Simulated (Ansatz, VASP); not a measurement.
# BN in VASP and in Ansatz

File INCAR:

```
SYSTEM = BN
PREC = Accurate
ENCUT = 520
EDIFF = 1E-6
ISMEAR = 0
SIGMA = 0.05
LREAL = Auto
LASPH = .True.
NELM = 100
ALGO = Normal
ISIF = 2
LWAVE = .False.
LCHARG = .True.
LDIPOL = .True.
IDIPOL = 3
DIPOL = 0.5 0.5 0.500
GGA = PS
LELF = .True.
LVHAR = .True.
LVACPOTAV = .True.
NBANDS = 46
```

Contents of KPOINTS:

```
regular mesh
0
Gamma
  12 12 1
  0 0 0
```

File POSCAR:

```
BN
1.0
    2.5043488730      0.0000000000      0.0000000000
   -1.2521744365      2.1688297439      0.0000000000
    0.0000000000      0.0000000000     39.5668303585
B N
8 8
Direct
    0.6666666667      0.3333333333      0.1895527120
    0.3333333333      0.6666666667      0.2782519371
    0.6666666667      0.3333333333      0.3669511623
    0.3333333333      0.6666666667      0.4556503874
    0.6666666667      0.3333333333      0.5443496126
    0.3333333333      0.6666666667      0.6330488377
    0.6666666667      0.3333333333      0.7217480629
    0.3333333333      0.6666666667      0.8104472880
    0.3333333333      0.6666666667      0.1895527120
    0.6666666667      0.3333333333      0.2782519371
    0.3333333333      0.6666666667      0.3669511623
    0.6666666667      0.3333333333      0.4556503874
    0.3333333333      0.6666666667      0.5443496126
    0.6666666667      0.3333333333      0.6330488377
    0.3333333333      0.6666666667      0.7217480629
    0.6666666667      0.3333333333      0.8104472880
```

Input for Ansatz:

```yaml
crystal:
  lattice:
    - [2.504348873, 0.0, 0.0]
    - [-1.2521744365, 2.1688297439, 0.0]
    - [0.0, 0.0, 39.5668303585]
  atoms:
    - { symbol: B, position: [0.6666666667, 0.3333333333, 0.189552712] }
    - { symbol: "N", position: [0.3333333333, 0.6666666667, 0.189552712] }
    - { symbol: B, position: [0.3333333333, 0.6666666667, 0.2782519371] }
    - { symbol: "N", position: [0.6666666667, 0.3333333333, 0.2782519371] }
    - { symbol: B, position: [0.6666666667, 0.3333333333, 0.3669511623] }
    - { symbol: "N", position: [0.3333333333, 0.6666666667, 0.3669511623] }
    - { symbol: B, position: [0.3333333333, 0.6666666667, 0.4556503874] }
    - { symbol: "N", position: [0.6666666667, 0.3333333333, 0.4556503874] }
    - { symbol: B, position: [0.6666666667, 0.3333333333, 0.5443496126] }
    - { symbol: "N", position: [0.3333333333, 0.6666666667, 0.5443496126] }
    - { symbol: B, position: [0.3333333333, 0.6666666667, 0.6330488377] }
    - { symbol: "N", position: [0.6666666667, 0.3333333333, 0.6330488377] }
    - { symbol: B, position: [0.6666666667, 0.3333333333, 0.7217480629] }
    - { symbol: "N", position: [0.3333333333, 0.6666666667, 0.7217480629] }
    - { symbol: B, position: [0.3333333333, 0.6666666667, 0.810447288] }
    - { symbol: "N", position: [0.6666666667, 0.3333333333, 0.810447288] }
basis:
  ecutwfc: 420
kpoints:
  mp_grid: { grid: [12, 12, 1] }
hamiltonian:
  xc: pbesol
scf:
  occupations: { method: gaussian, width: 0.05 }
output:
  forces: true
  stress: true
  eigenvalues: true
  write_density: true
  write_potential: true
  elf: true
  volumetric_format: npy
efield:
  axis: 3
  dipole_correction: true
  ramp_width: 0.04
```

Alike in both runs: task single point; functional PBEsol; k mesh 12 × 12 × 1; occupations gaussian, width 0.05 eV; no spin polarisation.

|  | VASP | Ansatz |
| --- | --- | --- |
| version | VASP 6.6.1 | Ansatz 0.2.0 |
| potentials or method | VASP PAW PBE potentials, release 64 (B, N), cutoff 520 eV | scalar-relativistic, plane waves, PAW |
| valence electrons in the cell | 64 | 64 |

```tsv
	VASP	Ansatz	Ansatz less VASP
gap on the k mesh at the Fermi level (eV)	4.27	4.28	+0.010
least direct gap on the mesh (eV)	4.60	4.61	+0.007
rms of the force components (eV/Å)	0.008	0.008	+0.0001
```

VASP's potentials were made for PBE, not for PBEsol. With one functional, cell and mesh, what is left measures potentials, basis and numerics. Ansatz's warnings: xc potential rough in thin density.
